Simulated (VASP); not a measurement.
Input of a VASP 6.6.1 run:

File INCAR:

```
  PREC = Accurate
  ENCUT = 500
  EDIFF = 1E-6
  ISMEAR = 0
  SIGMA = 0.1
  LREAL = False
  LASPH = True
  NELM = 120
  ALGO = Normal
  ISIF = 2
  LWAVE = False
  LCHARG = False
  GGA = PE
  IVDW = 13
  NBANDS = 56
  GGA_COMPAT = False
```

File KPOINTS:

```
Automatic mesh
0
Gamma
  8 8 8
```

File POSCAR:

```
SiMo3
1.0
    4.9064535174      0.0000000000      0.0000000000
    0.0000000000      4.9064535174      0.0000000000
    0.0000000000      0.0000000000      4.9064535174
Si Mo
2 6
Direct
    0.0000000000      0.0000000000      0.0000000000
    0.5000000000      0.5000000000      0.5000000000
    0.2500000000      0.0000000000      0.5000000000
    0.5000000000      0.7500000000      0.0000000000
    0.7500000000      0.0000000000      0.5000000000
    0.5000000000      0.2500000000      0.0000000000
    0.0000000000      0.5000000000      0.7500000000
    0.0000000000      0.5000000000      0.2500000000
```

Potentials or basis: VASP PAW PBE potentials, release 64 (Si, Mo_sv).

The run is started by

```sh
$ cat potpaw_PBE.64/Si/POTCAR potpaw_PBE.64/Mo_sv/POTCAR > POTCAR
$ mpirun -np 1 vasp_std > vasp.out
```

Question: Estimate the pressure.

Answer: -5.6 GPa.

Question: What does it give for the dispersion energy per atom?

Answer: -0.593 eV.

Question: What does it give for the band gap on the k mesh?

Answer: Zero (bands 46 and 47 overlap by 2.43 eV).

Caveat: the cell stands under tension.
